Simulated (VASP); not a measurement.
# AlGaN2 (P-4m2) in VASP: a series of runs

Runs on AlGaN2. Level: LDA. Tasks: single point.

Program: VASP 6.6.1. These are calculated values, not measurements. Logs are shortened: lines on timing, memory, paths and dates and some standing lists are left out, and cuts for length are marked.

## (1) The cell of the first run

Symmetry: P-4m2, No. 115, tetragonal system. The conventional cell has a = 3.271 Å, b = 3.271 Å, c = 4.384 Å, α = 90.00°, β = 90.00°, γ = 90.00°. Within 2.6 Å of Al (site symmetry -4m2) lie 4 N at 1.94 Å. Ga (site symmetry -4m2) has 4 N at 1.99 Å within 2.6 Å. N (site symmetry 2mm) has 2 Al at 1.94 Å and 2 Ga at 1.99 Å within 2.6 Å.

## (2) Single point, LDA (strain +0.050 along x and y, +0.000 along z)

Contents of INCAR:

```
SYSTEM = AlGaN2
PREC = Accurate ; ENCUT = 520
EDIFF = 1E-6 ; ISMEAR = 0
SIGMA = 0.05 ; LREAL = .FALSE.
LASPH = .TRUE. ; NELM = 80
ALGO = Normal ; ISIF = 2
LWAVE = .FALSE. ; LCHARG = .FALSE.
GGA = CA ; NBANDS = 21
```

Contents of KPOINTS:

```
Automatic mesh
0
G
  8 8 6
  0 0 0
```

Contents of POSCAR:

```
AlGaN2
1.0
    3.2710507927      0.0000000000      0.0000000000
    0.0000000000      3.2710507927      0.0000000000
    0.0000000000      0.0000000000      4.3843301683
Al Ga N
1 1 2
Direct
    0.5000000000      0.5000000000      0.5000000000
    0.0000000000      0.0000000000      0.0000000000
    0.5000000000      0.0000000000      0.7400513246
    0.0000000000      0.5000000000      0.2599486754
```

Potentials or basis: VASP PAW LDA potentials, release 64 (Al, Ga_d, N).

Command:

```sh
$ cat potpaw_LDA.64/Al/POTCAR potpaw_LDA.64/Ga_d/POTCAR potpaw_LDA.64/N/POTCAR > POTCAR
$ mpirun -np 1 vasp_std > vasp.out
```

OUTCAR:

```text
SYSTEM = AlGaN2
   PREC = Accurate
   ENCUT = 520
   EDIFF = 1E-6
   ISMEAR = 0
   LREAL = .FALSE.
   LASPH = .TRUE.
   NELM = 80
   ISIF = 2
   GGA = CA

 ion  position               nearest neighbor table
   1  0.500  0.500  0.500-   3 1.94   4 1.94   3 1.94   4 1.94
   2  0.000  0.000  0.000-   3 1.99   4 1.99   4 1.99   3 1.99
   3  0.500  0.000  0.740-   1 1.94   1 1.94   2 1.99   2 1.99
   4  0.000  0.500  0.260-   1 1.94   1 1.94   2 1.99   2 1.99

  LATTYP: Found a simple tetragonal cell.
 ALAT       =     3.2710507927
 C/A-ratio  =     1.3403430415

  Lattice vectors:

 A1 = (   3.2710507927,   0.0000000000,   0.0000000000)
 A2 = (   0.0000000000,   3.2710507927,   0.0000000000)
 A3 = (   0.0000000000,   0.0000000000,   4.3843301683)

Analysis of symmetry for initial positions (statically):
=====================================================================
 Subroutine PRICEL returns:
 Original cell was already a primitive cell.

 Routine SETGRP: Setting up the symmetry group for a
 simple tetragonal supercell.

 Subroutine GETGRP returns: Found  8 space group operations
 (whereof  8 operations were pure point group operations)
 out of a pool of 16 trial point group operations.

The static configuration has the point symmetry D_2d.

Analysis of symmetry for dynamics (positions and initial velocities):
=====================================================================
 Subroutine PRICEL returns:
 Original cell was already a primitive cell.

 Routine SETGRP: Setting up the symmetry group for a
 simple tetragonal supercell.

 Subroutine GETGRP returns: Found  8 space group operations
 (whereof  8 operations were pure point group operations)
 out of a pool of 16 trial point group operations.

The dynamic configuration has the point symmetry D_2d.

 Subroutine INISYM returns: Found  8 space group operations
 (whereof  8 operations are pure point group operations),
 and found     1 'primitive' translations

----------------------------------------------------------------------------------------

                                     Primitive cell

  volume of cell :      46.9113

  direct lattice vectors                    reciprocal lattice vectors
     3.271050793  0.000000000  0.000000000     0.305712159  0.000000000  0.000000000
     0.000000000  3.271050793  0.000000000     0.000000000  0.305712159  0.000000000
     0.000000000  0.000000000  4.384330168     0.000000000  0.000000000  0.228085012

  length of vectors
     3.271050793  3.271050793  4.384330168     0.305712159  0.305712159  0.228085012

  position of ions in fractional coordinates (direct lattice)
     0.500000000  0.500000000  0.500000000
     0.000000000  0.000000000  0.000000000
     0.500000000  0.000000000  0.740051325
     0.000000000  0.500000000  0.259948675

  ion indices of the primitive-cell ions
   primitive index   ion index
                 1           1
                 2           2
                 3           3
                 4           4

----------------------------------------------------------------------------------------

 KPOINTS: Automatic mesh

Automatic generation of k-mesh.
 Grid dimensions read from file:
 generate k-points for:    8    8    6

 Generating k-lattice:

  Cartesian coordinates                     Fractional coordinates (reciprocal lattice)
     0.038214020  0.000000000  0.000000000     0.125000000  0.000000000  0.000000000
     0.000000000  0.038214020  0.000000000     0.000000000  0.125000000  0.000000000
     0.000000000  0.000000000  0.038014169     0.000000000  0.000000000  0.166666667

  Length of vectors
     0.038214020  0.038214020  0.038014169

  Shift w.r.t. Gamma in fractional coordinates (k-lattice)
     0.000000000  0.000000000  0.000000000

 Subroutine IBZKPT returns following result:
 ===========================================

 Found     60 irreducible k-points:

 Following reciprocal coordinates:
            Coordinates               Weight
  0.000000  0.000000  0.000000      1.000000
  0.125000  0.000000  0.000000      4.000000
  0.250000  0.000000  0.000000      4.000000
  0.375000  0.000000  0.000000      4.000000
  0.500000  0.000000  0.000000      2.000000
  0.125000  0.125000  0.000000      4.000000
[... 16 lines left out ...]
  0.375000  0.125000  0.166667     16.000000
  0.500000  0.125000  0.166667      8.000000
 [... further k-points ...]
   k-points           NKPTS =     60   k-points in BZ     NKDIM =     60   number of bands    NBANDS=     21
   number of dos      NEDOS =    301   number of ions     NIONS =      4
   total plane-waves  NPLWV =  20736
   dimension x,y,z NGX =    24 NGY =   24 NGZ =   36
   dimension x,y,z NGXF=    48 NGYF=   48 NGZF=   72
   ions per type =               1   1   2
   NGX,Y,Z   is equivalent  to a cutoff of  12.20, 12.20, 13.65 a.u.
   NGXF,Y,Z  is equivalent  to a cutoff of  24.40, 24.40, 27.30 a.u.
 SYSTEM =  AlGaN2
   PREC   = accura    normal or accurate (medium, high low for compatibility)
   ISTART =      0    job   : 0-new  1-cont  2-samecut
   ICHARG =      2    charge: 1-file 2-atom 10-const
   ISPIN  =      1    spin polarized calculation?
   LNONCOLLINEAR =      F non collinear calculations
   LSORBIT =      F    spin-orbit coupling
   LASPH  =      T    aspherical Exc in radial PAW
   ENCUT  =  520.0 eV  38.22 Ry    6.18 a.u.   6.08  6.08  8.15*2*pi/ulx,y,z
   NELM   =     80;   NELMIN=  2; NELMDL= -5     # of ELM steps
   EDIFF  = 0.1E-05   stopping-criterion for ELM
   LREAL  =      F    real-space projection
   EDIFFG = 0.1E-04   stopping-criterion for IOM
   NSW    =      0    number of steps for IOM
   IBRION =     -1    ionic relax: 0-MD 1-quasi-New 2-CG
   NFREE  =      0    steps in history (QN), initial steepest desc. (CG)
   ISIF   =      2    stress and relaxation
   ISYM   =      2    0-nonsym 1-usesym 2-fastsym
   POTIM  = 0.5000    time-step for ionic-motion
   TEBEG  =    0.0;   TEEND  =   0.0 temperature during run
   PSTRESS=    0.0 pullay stress
   NELECT =      26.0000    total number of electrons
   NUPDOWN=      -1.0000    fix difference up-down
   EMIN   =  10.00;   EMAX   =-10.00  energy-range for DOS
   EFERMI =   0.00;   METHOD = LEGACY
   ISMEAR =     0;   SIGMA  =   0.05  broadening in eV -4-tet -1-fermi 0-gaus
   EFERMI_NEDOS =   21; number of points for ismear=-14 and -15
   IALGO  =     38    algorithm
   IMIX   =      4    mixing-type and parameters
     AMIX     =   0.40;   BMIX     =  1.00
     AMIX_MAG =   1.60;   BMIX_MAG =  1.00
  volume/ion in A,a.u.               =      11.73        79.14
  Fermi-wavevector in a.u.,A,eV,Ry     =   1.344745  2.541200 24.603955  1.808340
  Thomas-Fermi vector in A             =   2.472714
   LORBIT       =      0    0 simple, 1 ext, 2 COOP (PROOUT), +10 PAW based schemes
   GGA     = CA    functional components
   LHFCALC =     F    Hartree Fock is set to
   AEXX    =    0.0000 exact exchange contribution
   IVDW    =     0    specifies the selected vdW correction
   LEPSILON=     F    determine dielectric tensor
   LRPA    =     F    only Hartree local field effects (RPA)
 non-spin polarized calculation
 Gauss-broadening in eV      SIGMA  =   0.05
  energy-cutoff  :      520.00
  volume of cell :       46.91
 maximum number of plane-waves:      1288
   NGX = 13   NGY = 13   NGZ = 17

 number of electron      26.0000010 magnetization

 Free energy of the ion-electron system (eV)
  ---------------------------------------------------
  ext. energy  EPLUGINS =         0.00000000
  ---------------------------------------------------
  free energy    TOTEN  =       -30.06177947 eV

  energy without entropy =      -30.06177947  energy(sigma->0) =      -30.06177947

 E-fermi :   4.9190     XC(G=0): -11.3777

 val. band max:        4.6349306689   @ k =   0.0000   0.0000   0.0000
 cond. band min:       7.0188462830   @ k =   0.0000   0.0000   0.0000
 fundamental gap:      2.3839156141
 Fermi energy:         4.9190319272

 k-point     1 :       0.0000    0.0000    0.0000
  band No.  band energies     occupation
      1     -10.1711      2.00000
      2      -9.1895      2.00000
      3      -8.4459      2.00000
      4      -8.4459      2.00000
      5      -8.4035      2.00000
      6      -8.2672      2.00000
[... 13 lines left out ...]
     20      16.9920      0.00000
     21      18.3243      0.00000

 k-point     2 :       0.1250    0.0000    0.0000
  band No.  band energies     occupation
      1     -10.0565      2.00000
      2      -9.1864      2.00000
      3      -8.4442      2.00000
      4      -8.4366      2.00000
      5      -8.3889      2.00000
      6      -8.2755      2.00000
[... 13 lines left out ...]
     20      16.8106      0.00000
     21      17.9513      0.00000

 k-point     3 :       0.2500    0.0000    0.0000
  band No.  band energies     occupation
      1      -9.7648      2.00000
      2      -9.1863      2.00000
      3      -8.4398      2.00000
      4      -8.4022      2.00000
      5      -8.3046      2.00000
      6      -8.2953      2.00000
[... 13 lines left out ...]
     20      16.2631      0.00000
     21      17.0987      0.00000

 k-point     4 :       0.3750    0.0000    0.0000
  band No.  band energies     occupation
      1      -9.4648      2.00000
      2      -9.1983      2.00000
      3      -8.4353      2.00000
      4      -8.3749      2.00000
      5      -8.3151      2.00000
      6      -8.0132      2.00000
[... 13 lines left out ...]
     20      15.6481      0.00000
     21      16.2872      0.00000

 k-point     5 :       0.5000    0.0000    0.0000
  band No.  band energies     occupation
      1      -9.3443      2.00000
      2      -9.2102      2.00000
      3      -8.4334      2.00000
      4      -8.3648      2.00000
      5      -8.3232      2.00000
      6      -7.6114      2.00000
[... 13 lines left out ...]
     20      15.7735      0.00000
     21      15.7825      0.00000

 k-point     6 :       0.1250    0.1250    0.0000
  band No.  band energies     occupation
      1      -9.9478      2.00000
      2      -9.1819      2.00000
      3      -8.4542      2.00000
      4      -8.4135      2.00000
      5      -8.3713      2.00000
      6      -8.2833      2.00000
[... 13 lines left out ...]
     20      16.6240      0.00000
     21      16.8191      0.00000

 k-point     7 :       0.2500    0.1250    0.0000
  band No.  band energies     occupation
      1      -9.6768      2.00000
      2      -9.1780      2.00000
      3      -8.4482      2.00000
      4      -8.3843      2.00000
      5      -8.3145      2.00000
      6      -8.2540      2.00000
[... 13 lines left out ...]
     20      16.1992      0.00000
     21      16.2541      0.00000
[... 291 lines left out ...]
      1      -9.3580      2.00000
      2      -9.1955      2.00000
      3      -8.4347      2.00000
      4      -8.3551      2.00000
      5      -8.3230      2.00000
      6      -7.5911      2.00000
[... 13 lines left out ...]
     20      15.4768      0.00000
     21      15.5739      0.00000

 k-point    21 :       0.1250    0.1250    0.1667
  band No.  band energies     occupation
      1      -9.8607      2.00000
      2      -9.1727      2.00000
      3      -8.4575      2.00000
      4      -8.3976      2.00000
      5      -8.3705      2.00000
      6      -8.2830      2.00000
[... 13 lines left out ...]
     20      15.9256      0.00000
     21      17.3306      0.00000

 k-point    22 :       0.2500    0.1250    0.1667
  band No.  band energies     occupation
      1      -9.6249      2.00000
      2      -9.1666      2.00000
      3      -8.4505      2.00000
      4      -8.3708      2.00000
      5      -8.3122      2.00000
      6      -8.2290      2.00000
[... 13 lines left out ...]
     20      16.2046      0.00000
     21      16.7955      0.00000

 k-point    23 :       0.3750    0.1250    0.1667
  band No.  band energies     occupation
      1      -9.4067      2.00000
      2      -9.1722      2.00000
      3      -8.4393      2.00000
      4      -8.3516      2.00000
      5      -8.3295      2.00000
      6      -7.8867      2.00000
[... 13 lines left out ...]
     20      16.1366      0.00000
     21      16.3795      0.00000

 k-point    24 :       0.5000    0.1250    0.1667
  band No.  band energies     occupation
      1      -9.3278      2.00000
      2      -9.1766      2.00000
      3      -8.4351      2.00000
      4      -8.3434      2.00000
      5      -8.3381      2.00000
      6      -7.5015      2.00000
[... 13 lines left out ...]
     20      16.0241      0.00000
     21      16.2075      0.00000

 [... further k-points ...]
[... 5 lines left out ...]
  --------------------------------------------------------------------------------------
  -------------------------------------------------------------------------------------
  Total       -5.3216737     -5.3216737     -3.4956548      0.0000000      0.0000000     -0.0000000
  in kB     -181.7527535   -181.7527535   -119.3881710      0.0000000      0.0000000     -0.0000000
  external PRESSURE =    -160.9645593 kB  Pullay stress =       0.0000000 kB

 VOLUME and BASIS-vectors are now :
 -----------------------------------------------------------------------------
  energy-cutoff  :      520.00
  volume of cell :       46.91
      direct lattice vectors                 reciprocal lattice vectors
     3.271050793  0.000000000  0.000000000     0.305712159  0.000000000  0.000000000
     0.000000000  3.271050793  0.000000000     0.000000000  0.305712159  0.000000000
     0.000000000  0.000000000  4.384330168     0.000000000  0.000000000  0.228085012

 POSITION                                       TOTAL-FORCE (eV/Angst)
 -----------------------------------------------------------------------------------
      1.63553      1.63553      2.19217         0.000000      0.000000      0.000000
      0.00000      0.00000      0.00000         0.000000     -0.000000      0.000000
      1.63553      0.00000      3.24463         0.000000     -0.000000     -0.084112
      0.00000      1.63553      1.13970         0.000000     -0.000000      0.084112
 -----------------------------------------------------------------------------------
    total drift:                                0.000000      0.000000     -0.000000

  FREE ENERGIE OF THE ION-ELECTRON SYSTEM (eV)
  ---------------------------------------------------
  free  energy   TOTEN  =       -30.0617794701 eV

  energy  without entropy=      -30.0617794701  energy(sigma->0) =      -30.06177947
```

Wall time 16 s (1 thread of Intel Xeon 6975P-C (Granite Rapids), shared host); peak memory 0.18 GiB.

Results:

```yaml
Free_energy: -30.0618 eV
Pressure: -16.1 GPa
Largest_force: 0.084 eV/Å
Band_gap_on_the_k_mesh: 2.38 eV, direct
```

Forces in eV/Å, atoms in the order of the input:
```
Al   0.000  0.000  0.000
Ga   0.000  0.000  0.000
N    0.000  0.000 -0.084
N    0.000  0.000  0.084
```

Caveat: the cell differs from its parent crystal (strain +0.050 along x and y, +0.000 along z).

## (3) Single point, LDA (strain +0.025 along x and y, +0.050 along z)

Contents of INCAR:

```
PREC = Accurate
ENCUT = 520
EDIFF = 1E-6
ISMEAR = 0
SIGMA = 0.05
LREAL = F
LASPH = T
NELM = 60
ALGO = Normal
ISIF = 2
LWAVE = F
LCHARG = F
GGA = CA
NBANDS = 21
```

Contents of KPOINTS:

```
regular mesh
0
Gamma
  8 8 6
```

Contents of POSCAR:

```
AlGaN2
1.0
    3.1931686309      0.0000000000      0.0000000000
    0.0000000000      3.1931686309      0.0000000000
    0.0000000000      0.0000000000      4.6035466767
Al Ga N
1 1 2
Direct
    0.5000000000      0.5000000000      0.5000000000
    0.0000000000      0.0000000000      0.0000000000
    0.5000000000      0.0000000000      0.7400513246
    0.0000000000      0.5000000000      0.2599486754
```

Potentials or basis: VASP PAW LDA potentials, release 64 (Al, Ga_d, N).

Command:

```sh
$ cat potpaw_LDA.64/Al/POTCAR potpaw_LDA.64/Ga_d/POTCAR potpaw_LDA.64/N/POTCAR > POTCAR
$ mpirun -np 1 vasp_std > vasp.out
```

Run time: 14 s. Hardware: 1 thread of Intel Xeon 6975P-C (Granite Rapids), shared host; peak memory 0.17 GiB.

Results (log left out):

```yaml
Free_energy: -30.0838 eV
Pressure: -16.0 GPa
Largest_force: 0.013 eV/Å
Band_gap_on_the_k_mesh: 2.31 eV, direct
```

Forces in eV/Å, atoms in the order of the input:
```
Al   0.000  0.000  0.000
Ga   0.000  0.000  0.000
N    0.000  0.000  0.013
N    0.000  0.000 -0.013
```

Stress tensor (GPa, compression positive):
```
-14.89   0.00   0.00
  0.00 -14.89   0.00
  0.00   0.00 -18.15
```

Levels at points of the mesh, in eV from the valence-band top:
```csv
k point,band 9,band 10,band 11,band 12,band 13,band 14,band 15,band 16,band 17,band 18
"(0.00, 0.00, 0.00)",-2.09,-2.09,-0.27,0.00,0.00,2.31,3.45,7.23,10.48,10.48
"(0.50, 0.00, 0.00)",-4.33,-2.89,-2.87,-0.86,-0.58,6.40,6.82,7.75,7.84,9.30
"(0.50, 0.50, 0.00)",-4.74,-2.22,-2.21,-2.21,-2.20,3.13,3.13,5.61,8.09,11.74
"(0.00, 0.00, 0.50)",-2.65,-1.39,-1.39,-0.91,-0.91,4.82,4.88,7.24,8.68,10.72
"(0.50, 0.00, 0.50)",-5.89,-0.91,-0.84,-0.72,-0.49,4.50,5.90,8.64,8.88,9.71
"(0.50, 0.50, 0.50)",-4.23,-3.68,-3.08,-3.03,-3.03,5.78,5.78,7.87,9.98,9.98
```

Caveat: the cell differs from its parent crystal (strain +0.025 along x and y, +0.050 along z).
